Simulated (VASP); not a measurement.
# Rh (Fm-3m) in VASP: notebook

The runs below take Rh through single point, with HSE06, r2SCAN, PBEsol-based screened hybrid with 25 % exact exchange.

Everything below comes from runs of VASP 6.6.1. Logs are shortened: lines on timing, memory, paths and dates and some standing lists are left out, and cuts for length are marked.

### Step 1. The cell of the first run

Symmetry: Fm-3m, No. 225, cubic system. Conventional cell: a = 3.796 Å, b = 3.796 Å, c = 3.796 Å, α = 90.00°, β = 90.00°, γ = 90.00°. Rh (site symmetry m-3m) has 12 Rh at 2.68 Å within 3.5 Å.

### Step 2. Single point, HSE06, non-collinear spin, zero start, spin-orbit coupling

File POSCAR:

```
Rh
1.0
    0.0000000000      1.8978500000      1.8978500000
    1.8978500000      0.0000000000      1.8978500000
    1.8978500000      1.8978500000      0.0000000000
Rh
1
Direct
    0.0000000000      0.0000000000      0.0000000000
```

File INCAR.step1:

```
PREC = Accurate
ENCUT = 520
EDIFF = 1E-5
ISMEAR = -1
SIGMA = 0.05
LREAL = F
LASPH = T
NELM = 150
ALGO = Normal
ISIF = 2
LWAVE = T
LCHARG = F
LNONCOLLINEAR = T
MAGMOM = 0 0 0
LORBIT = 11
LSORBIT = T
GGA_COMPAT = F
LORBMOM = T
LMAXMIX = 4
NBANDS = 26
GGA = PE
```

File INCAR.step2:

```
PREC = Accurate
ENCUT = 520
EDIFF = 1E-7
ISMEAR = -1
SIGMA = 0.05
LREAL = F
LASPH = T
NELM = 150
ALGO = Normal
ISIF = 2
LWAVE = F
LCHARG = F
LNONCOLLINEAR = T
MAGMOM = 0 0 0
LORBIT = 11
LSORBIT = T
GGA_COMPAT = F
LORBMOM = T
LMAXMIX = 4
GGA = PE
LHFCALC = T
HFSCREEN = 0.2079
PRECFOCK = Normal
NBANDS = 26
ISTART = 1
```

File KPOINTS:

```
regular mesh
0
Gamma
  5 5 5
```

Potentials or basis: VASP PAW PBE potentials, release 64 (Rh_pv).

Run with:

```sh
$ cat potpaw_PBE.64/Rh_pv/POTCAR > POTCAR
$ cp INCAR.step1 INCAR
$ mpirun -np 1 vasp_ncl > vasp.out
$ cp INCAR.step2 INCAR
$ mpirun -np 1 vasp_ncl > vasp.out
```

OUTCAR:

```text
PREC = Accurate
   ENCUT = 520
   EDIFF = 1E-7
   ISMEAR = -1
   LREAL = F
   LASPH = T
   NELM = 150
   ISIF = 2
   LNONCOLLINEAR = T
   LORBIT = 11
   LSORBIT = T
   GGA = PE
   LHFCALC = T
   HFSCREEN = 0.2079
   PRECFOCK = Normal
   ISTART = 1

 ion  position               nearest neighbor table
   1  0.000  0.000  0.000-

  LATTYP: Found a face centered cubic cell.
 ALAT       =     3.7957000000

  Lattice vectors:

 A1 = (   0.0000000000,   1.8978500000,   1.8978500000)
 A2 = (   1.8978500000,   0.0000000000,   1.8978500000)
 A3 = (   1.8978500000,   1.8978500000,   0.0000000000)

Analysis of symmetry for initial positions (statically):
=====================================================================
 Subroutine PRICEL returns:
 Original cell was already a primitive cell.

 Routine SETGRP: Setting up the symmetry group for a
 face centered cubic supercell.

 Subroutine GETGRP returns: Found 48 space group operations
 (whereof 48 operations were pure point group operations)
 out of a pool of 48 trial point group operations.

The static configuration has the point symmetry O_h .

Analysis of symmetry for dynamics (positions and initial velocities):
=====================================================================
 Subroutine PRICEL returns:
 Original cell was already a primitive cell.

 Routine SETGRP: Setting up the symmetry group for a
 face centered cubic supercell.

 Subroutine GETGRP returns: Found 48 space group operations
 (whereof 48 operations were pure point group operations)
 out of a pool of 48 trial point group operations.

The dynamic configuration has the point symmetry O_h .

Analysis of structural, dynamic, and magnetic symmetry:
=====================================================================
 Subroutine PRICEL returns:
 Original cell was already a primitive cell.

 Routine SETGRP: Setting up the symmetry group for a
 face centered cubic supercell.

 Subroutine GETGRP returns: Found 48 space group operations
 (whereof 48 operations were pure point group operations)
 out of a pool of 48 trial point group operations.

The overall configuration has the point symmetry O_h .

 Subroutine INISYM returns: Found 48 space group operations
 (whereof 48 operations are pure point group operations),
 and found     1 'primitive' translations

----------------------------------------------------------------------------------------

                                     Primitive cell

  volume of cell :      13.6715

  direct lattice vectors                    reciprocal lattice vectors
     0.000000000  1.897850000  1.897850000    -0.263456016  0.263456016  0.263456016
     1.897850000  0.000000000  1.897850000     0.263456016 -0.263456016  0.263456016
     1.897850000  1.897850000  0.000000000     0.263456016  0.263456016 -0.263456016

  length of vectors
     2.683965209  2.683965209  2.683965209     0.456319205  0.456319205  0.456319205

  position of ions in fractional coordinates (direct lattice)
     0.000000000  0.000000000  0.000000000

  ion indices of the primitive-cell ions
   primitive index   ion index
                 1           1

----------------------------------------------------------------------------------------

 KPOINTS: regular mesh

Automatic generation of k-mesh.
 Grid dimensions read from file:
 generate k-points for:    5    5    5

 Generating k-lattice:

  Cartesian coordinates                     Fractional coordinates (reciprocal lattice)
    -0.052691203  0.052691203  0.052691203     0.200000000  0.000000000  0.000000000
     0.052691203 -0.052691203  0.052691203     0.000000000  0.200000000  0.000000000
     0.052691203  0.052691203 -0.052691203     0.000000000  0.000000000  0.200000000

  Length of vectors
     0.091263841  0.091263841  0.091263841

  Shift w.r.t. Gamma in fractional coordinates (k-lattice)
     0.000000000  0.000000000  0.000000000

 Subroutine IBZKPT returns following result:
 ===========================================

 Found     10 irreducible k-points:

 Following reciprocal coordinates:
            Coordinates               Weight
  0.000000  0.000000  0.000000      1.000000
  0.200000  0.000000  0.000000      8.000000
  0.400000  0.000000  0.000000      8.000000
  0.200000  0.200000  0.000000      6.000000
  0.400000  0.200000  0.000000     24.000000
 -0.400000  0.200000  0.000000     24.000000
 -0.200000  0.200000  0.000000     12.000000
  0.400000  0.400000  0.000000      6.000000
 -0.400000  0.400000  0.000000     12.000000
 -0.400000  0.400000  0.200000     24.000000
   k-points           NKPTS =     10   k-points in BZ     NKDIM =    125   number of bands    NBANDS=     26
   number of dos      NEDOS =    301   number of ions     NIONS =      1
   total plane-waves  NPLWV =   8000
   dimension x,y,z NGX =    20 NGY =   20 NGZ =   20
   dimension x,y,z NGXF=    40 NGYF=   40 NGZF=   40
   ions per type =               1
   NGX,Y,Z   is equivalent  to a cutoff of  12.39, 12.39, 12.39 a.u.
   NGXF,Y,Z  is equivalent  to a cutoff of  24.78, 24.78, 24.78 a.u.
 SYSTEM =  unknown system
   PREC   = accura    normal or accurate (medium, high low for compatibility)
   ISTART =      1    job   : 0-new  1-cont  2-samecut
   ICHARG =      0    charge: 1-file 2-atom 10-const
   ISPIN  =      1    spin polarized calculation?
   LNONCOLLINEAR =      T non collinear calculations
   LSORBIT =      T    spin-orbit coupling
   LASPH  =      T    aspherical Exc in radial PAW
   ENCUT  =  520.0 eV  38.22 Ry    6.18 a.u.   4.99  4.99  4.99*2*pi/ulx,y,z
   NELM   =    150;   NELMIN=  2; NELMDL=  0     # of ELM steps
   EDIFF  = 0.1E-06   stopping-criterion for ELM
   LREAL  =      F    real-space projection
   EDIFFG = 0.1E-05   stopping-criterion for IOM
   NSW    =      0    number of steps for IOM
   IBRION =     -1    ionic relax: 0-MD 1-quasi-New 2-CG
   NFREE  =      0    steps in history (QN), initial steepest desc. (CG)
   ISIF   =      2    stress and relaxation
   ISYM   =      3    0-nonsym 1-usesym 2-fastsym
   POTIM  = 0.5000    time-step for ionic-motion
   TEBEG  =    0.0;   TEEND  =   0.0 temperature during run
   PSTRESS=    0.0 pullay stress
   NELECT =      15.0000    total number of electrons
   NUPDOWN=      -1.0000    fix difference up-down
   EMIN   =  10.00;   EMAX   =-10.00  energy-range for DOS
   EFERMI =   0.00;   METHOD = LEGACY
   ISMEAR =    -1;   SIGMA  =   0.05  broadening in eV -4-tet -1-fermi 0-gaus
   EFERMI_NEDOS =   21; number of points for ismear=-14 and -15
   IALGO  =     38    algorithm
   IMIX   =      1    mixing-type and parameters
     AMIX     =   0.40;   BMIX     =  1.00
     AMIX_MAG =   1.60;   BMIX_MAG =  1.00
  volume/ion in A,a.u.               =      13.67        92.26
  Fermi-wavevector in a.u.,A,eV,Ry     =   1.688496  3.190795 38.790465  2.851019
  Thomas-Fermi vector in A             =   2.770792
   LORBIT       =     11    0 simple, 1 ext, 2 COOP (PROOUT), +10 PAW based schemes
   GGA     = PE    functional components
   LHFCALC =     T    Hartree Fock is set to
   PRECFOCK=normal    Normal, Fast or Accurate (Low or Medium for compatibility)
   ENCUT4O =  -1.0   cutoff for four orbital integrals eV
   NKREDX  =     1    reduce k-point grid by
   NKREDY  =     1    reduce k-point grid by
   NKREDZ  =     1    reduce k-point grid by
   AEXX    =    0.2500 exact exchange contribution
   HFSCREEN=    0.2079 screening length (either q_TF or 0.3 A-1)
   HFSCREENC=   0.2079 screening length for correlation (either q_TF or 0.3 A-1)
   ENCUTFOCK=  -1.0 apply spherical cutoff to Coloumb kernel
   IVDW    =     0    specifies the selected vdW correction
   LEPSILON=     F    determine dielectric tensor
   LRPA    =     F    only Hartree local field effects (RPA)
  energy-cutoff  :      520.00
  volume of cell :       13.67
 maximum number of plane-waves:       754
  NGX = 16; NGY = 16; NGZ = 16

 number of electron      15.0000007 magnetization      -0.0000000     -0.0000001     -0.0000000

 number of electron      15.0000007 magnetization       0.0000164      0.0000204      0.0000325

 Free energy of the ion-electron system (eV)
  ---------------------------------------------------
  ext. energy  EPLUGINS =         0.00000000
  ---------------------------------------------------
  free energy    TOTEN  =        -8.52684519 eV

  energy without entropy =       -8.51408172  energy(sigma->0) =       -8.52046345

 E-fermi :  11.8168     XC(G=0): -11.4129

 val. band max:       11.7604930901   @ k =  -0.4000   0.2000   0.0000
 cond. band min:      12.0270546733   @ k =   0.4000   0.2000   0.0000
 fundamental gap:      0.2665615831
 Fermi energy:        11.8168269917

 k-point     1 :       0.0000    0.0000    0.0000
  band No.  band energies     occupation
      1     -40.5184      1.00000
      2     -40.5184      1.00000
      3     -36.5052      1.00000
      4     -36.5051      1.00000
      5     -36.5051      1.00000
      6     -36.5051      1.00000
[... 18 lines left out ...]
     25      34.5936      0.00000
     26      34.5936      0.00000

 k-point     2 :       0.2000    0.0000    0.0000
  band No.  band energies     occupation
      1     -40.6359      1.00000
      2     -40.6359      1.00000
      3     -36.7477      1.00000
      4     -36.7477      1.00000
      5     -36.5545      1.00000
      6     -36.5545      1.00000
[... 18 lines left out ...]
     25      37.2340      0.00000
[... 202 lines left out ...]
     25      35.1022      0.00000
     26      35.1022      0.00000

 k-point    10 :      -0.4000    0.4000    0.2000
  band No.  band energies     occupation
      1     -40.9265      1.00000
      2     -40.9265      1.00000
      3     -37.1450      1.00000
      4     -37.1450      1.00000
      5     -36.8955      1.00000
      6     -36.8955      1.00000
[... 18 lines left out ...]
     25      37.2342      0.00000
     26      37.2342      0.00000

------------------------ aborting loop because EDIFF is reached ----------------------------------------

  FORCE on cell =-STRESS in cart. coord.  units (eV):
  Direction    XX          YY          ZZ          XY          YZ          ZX
  --------------------------------------------------------------------------------------
  -------------------------------------------------------------------------------------
  Total       -0.0015936     -0.0015936     -0.0015936      0.0000000     -0.0000000      0.0000000
  in kB       -0.1867537     -0.1867537     -0.1867537      0.0000000     -0.0000000      0.0000000
  external PRESSURE =      -0.1867537 kB  Pullay stress =       0.0000000 kB

 VOLUME and BASIS-vectors are now :
 -----------------------------------------------------------------------------
  energy-cutoff  :      520.00
  volume of cell :       13.67
      direct lattice vectors                 reciprocal lattice vectors
     0.000000000  1.897850000  1.897850000    -0.263456016  0.263456016  0.263456016
     1.897850000  0.000000000  1.897850000     0.263456016 -0.263456016  0.263456016
     1.897850000  1.897850000  0.000000000     0.263456016  0.263456016 -0.263456016

 POSITION                                       TOTAL-FORCE (eV/Angst)
 -----------------------------------------------------------------------------------
      0.00000      0.00000      0.00000        -0.000000      0.000000     -0.000000
 -----------------------------------------------------------------------------------
    total drift:                                0.000001     -0.000001     -0.000001

  FREE ENERGIE OF THE ION-ELECTRON SYSTEM (eV)
  ---------------------------------------------------
  free  energy   TOTEN  =        -8.5268451900 eV

  energy  without entropy=       -8.5140817190  energy(sigma->0) =       -8.52046345

 orbital moment (x)

 # of ion     p       d       tot
 ----------------------------------------
  1         0.000   0.000   0.000
 ----------------------------------------
            0.000   0.000   0.000

 orbital moment (y)

 # of ion     p       d       tot
 ----------------------------------------
  1         0.000   0.000   0.000
 ----------------------------------------
            0.000   0.000   0.000

 orbital moment (z)

 # of ion     p       d       tot
 ----------------------------------------
  1         0.000   0.000   0.000
 ----------------------------------------
            0.000   0.000   0.000

 Spin-Orbit-Coupling matrix elements

 Ion:    1  E_soc:     -0.3260133
 l=   1
     0.0000000    -0.0400979    -0.0400979
    -0.0400979     0.0000000    -0.0400979
    -0.0400979    -0.0400979     0.0000000
 l=   2
     0.0000000    -0.0001581     0.0000000    -0.0001581    -0.0140795
    -0.0001581     0.0000000    -0.0105597    -0.0001581    -0.0035199
     0.0000000    -0.0105597     0.0000000    -0.0105597     0.0000000
    -0.0001581    -0.0001581    -0.0105597     0.0000000    -0.0035199
    -0.0140795    -0.0035199     0.0000000    -0.0035199     0.0000000
 l=   3
     0.0000000     0.0000000     0.0000000     0.0000000     0.0000000     0.0000000     0.0000000
     0.0000000     0.0000000     0.0000000     0.0000000     0.0000000     0.0000000     0.0000000
     0.0000000     0.0000000     0.0000000     0.0000000     0.0000000     0.0000000     0.0000000
     0.0000000     0.0000000     0.0000000     0.0000000     0.0000000     0.0000000     0.0000000
     0.0000000     0.0000000     0.0000000     0.0000000     0.0000000     0.0000000     0.0000000
     0.0000000     0.0000000     0.0000000     0.0000000     0.0000000     0.0000000     0.0000000
     0.0000000     0.0000000     0.0000000     0.0000000     0.0000000     0.0000000     0.0000000

 total charge

# of ion       s       p       d       tot
------------------------------------------
    1        0.403   6.304   7.121  13.828

 magnetization (x)

# of ion       s       p       d       tot
------------------------------------------
    1       -0.000   0.000  -0.000  -0.000

 magnetization (y)

# of ion       s       p       d       tot
------------------------------------------
    1        0.000  -0.000  -0.000  -0.000

 magnetization (z)

# of ion       s       p       d       tot
------------------------------------------
    1        0.000  -0.000   0.000   0.000
```

It took 26 min on 1 thread of AMD EPYC 7R13 (Zen 3), shared host; peak memory 0.24 GiB.

Results:

```yaml
Free_energy: -8.5268 eV
Pressure: 0.0 GPa
Net_moment: 0.00 μB per cell
Valence_electrons_inside_the_program's_atomic_spheres: Rh 13.83
```

Moments on the atoms (μB; x, y, z):
```
Rh  0.00 0.00 0.00
```

Caveat: the k points lie up to 0.57 Å⁻¹ apart; the PAW data sets were made with another functional, which shifts forces and pressure a little.

### Step 3. Single point, r2SCAN (13.40 Å³/atom)

This run uses another cell than the first one, of 13.40 Å³/atom.

File POSCAR:

```
Rh
1.0
    0.0000000000      1.8851123679      1.8851123679
    1.8851123679      0.0000000000      1.8851123679
    1.8851123679      1.8851123679      0.0000000000
Rh
1
Direct
    0.0000000000      0.0000000000      0.0000000000
```

File INCAR.step1:

```
PREC = Accurate
ENCUT = 550
ISMEAR = -1
SIGMA = 0.05
LREAL = F
LASPH = T
NELM = 120
NBANDS = 14
GGA = PE
ALGO = Normal
EDIFF = 1E-5
LWAVE = T
LCHARG = F
GGA_COMPAT = F
```

File INCAR.step2:

```
PREC = Accurate
ENCUT = 550
EDIFF = 1E-6
ISMEAR = -1
SIGMA = 0.05
LREAL = F
LASPH = T
NELM = 120
ALGO = Normal
ISIF = 2
LWAVE = F
LCHARG = F
METAGGA = R2SCAN
LMIXTAU = T
NBANDS = 14
ISTART = 1
GGA_COMPAT = F
```

File KPOINTS:

```
Automatic mesh
0
Gamma
  12 12 12
```

Potentials or basis: VASP PAW PBE potentials, release 64 (Rh_pv).

Run with:

```sh
$ cat potpaw_PBE.64/Rh_pv/POTCAR > POTCAR
$ cp INCAR.step1 INCAR
$ mpirun -np 1 vasp_std > vasp.out
$ cp INCAR.step2 INCAR
$ mpirun -np 1 vasp_std > vasp.out
```

It took 41 s on 1 thread of Intel Xeon Platinum 8259CL at 2.50GHz (Skylake/Cascade Lake), shared host; peak memory 0.13 GiB.

Results (log left out):

| Property | Result |
| --- | --- |
| Free energy | -24.1331 eV |
| Pressure | 8.2 GPa |
| Band gap on the k mesh | zero (an odd number of electrons rules out a gap without spin polarisation) |

Levels at points of the mesh, in eV from the Fermi level:
```tsv
k point	band 3	band 4	band 5	band 6	band 7	band 8	band 9	band 10	band 11	band 12
(0.00, 0.00, 0.00)	-47.87	-8.39	-3.33	-3.33	-3.33	-1.14	-1.14	16.69	17.29	22.59
(0.50, 0.00, 0.00)	-47.98	-6.58	-3.45	-3.45	0.59	0.59	0.86	9.35	16.25	17.29
(0.50, 0.50, 0.00)	-48.18	-6.83	-6.44	0.52	1.07	1.07	3.51	13.20	14.15	14.15
```

Caveat: the cell stands under pressure; an empty level that is flat over the whole mesh can mark a ghost state of the potentials, or a narrow d or f band; the PAW data sets were made with another functional, which shifts forces and pressure a little.

### Step 4. Single point, PBEsol-based screened hybrid with 25 % exact exchange

This run uses another cell than the first one, of 12.85 Å³/atom.

File POSCAR:

```
Rh
1.0
    0.0000000000      1.8591074964      1.8591074964
    1.8591074964      0.0000000000      1.8591074964
    1.8591074964      1.8591074964      0.0000000000
Rh
1
Direct
    0.0000000000      0.0000000000      0.0000000000
```

File INCAR.step1:

```
  ALGO = Normal
  EDIFF = 1E-5
  ENCUT = 520
  GGA = PE
  ISIF = 2
  ISMEAR = -1
  LASPH = T
  LCHARG = F
  LREAL = F
  LWAVE = T
  NBANDS = 14
  NELM = 60
  PREC = Accurate
  SIGMA = 0.05
```

File INCAR.step2:

```
  AEXX = 0.25
  ALGO = Normal
  EDIFF = 1E-6
  ENCUT = 520
  GGA = PS
  HFSCREEN = 0.207
  ISIF = 2
  ISMEAR = -1
  ISTART = 1
  LASPH = T
  LCHARG = F
  LHFCALC = T
  LREAL = F
  LWAVE = F
  NBANDS = 14
  NELM = 60
  PREC = Accurate
  PRECFOCK = Normal
  SIGMA = 0.05
```

File KPOINTS:

```
k-points
0
Gamma
  6 6 6
```

Run with:

```sh
$ cat potpaw_PBE.64/Rh_pv/POTCAR > POTCAR
$ cp INCAR.step1 INCAR
$ mpirun -np 1 vasp_std > vasp.out
$ cp INCAR.step2 INCAR
$ mpirun -np 1 vasp_std > vasp.out
```

Wall time 24 min (1 thread of AMD EPYC 7R43 (Zen 3), shared host); peak memory 0.2 GiB.

It converged, with:

| Property | Result |
| --- | --- |
| Free energy | -8.9682 eV |
| Pressure | 10.5 GPa |
| Band gap on the k mesh | zero (an odd number of electrons rules out a gap without spin polarisation) |

Levels at points of the mesh, in eV from the Fermi level:
```tsv
k point	band 4	band 5	band 6	band 7	band 8	band 9	band 10	band 11
(0.00, 0.00, 0.00)	-9.12	-3.85	-3.85	-3.85	-1.44	-1.44	17.37	23.44
(0.50, 0.00, 0.00)	-7.43	-4.09	-4.09	0.96	0.96	1.06	10.83	16.87
(0.50, 0.50, 0.00)	-7.89	-7.36	0.64	1.60	1.60	4.01	14.73	15.13
```

Caveat: the k points lie up to 0.49 Å⁻¹ apart, too coarse for converged energies and pressures of a metal; the PAW data sets were made with another functional, which shifts forces and pressure a little.

### Step 5. Summary

```tsv
level	spin	cell	k mesh	cutoff (eV)	grid for exact exchange (PRECFOCK)	share of exact exchange	screening parameter	gap on the mesh (eV)	pressure (GPa)
HSE06	non-collinear, zero start, SOC	a = 2.684 Å, angles 60.0°, 1 atom	5 × 5 × 5	520	Normal	0.25	0.2079 1/Å	-	0.0
r2SCAN	off	a = 2.666 Å, angles 60.0°, 1 atom	12 × 12 × 12	550	-	-	-	none	8.2
PBEsol-based screened hybrid with 25 % exact exchange	off	a = 2.629 Å, angles 60.0°, 1 atom	6 × 6 × 6	520	Normal	0.25	0.207 1/Å	none	10.5
```

Alike in all rows: task single point; potentials or basis VASP PAW PBE potentials, release 64 (Rh_pv); smearing fermi-dirac 0.05 eV.

Caveats: some runs use coarse meshes; the PAW data sets were made with another functional, which shifts forces and pressure a little; the cell stands under pressure (at least some runs); an empty level that is flat over the whole mesh can mark a ghost state of the potentials, or a narrow d or f band (at least some runs).

Absolute energies hang on the potentials; compare differences alone.

The gap in the log of VASP goes by the Fermi energy; the results here count the filled bands.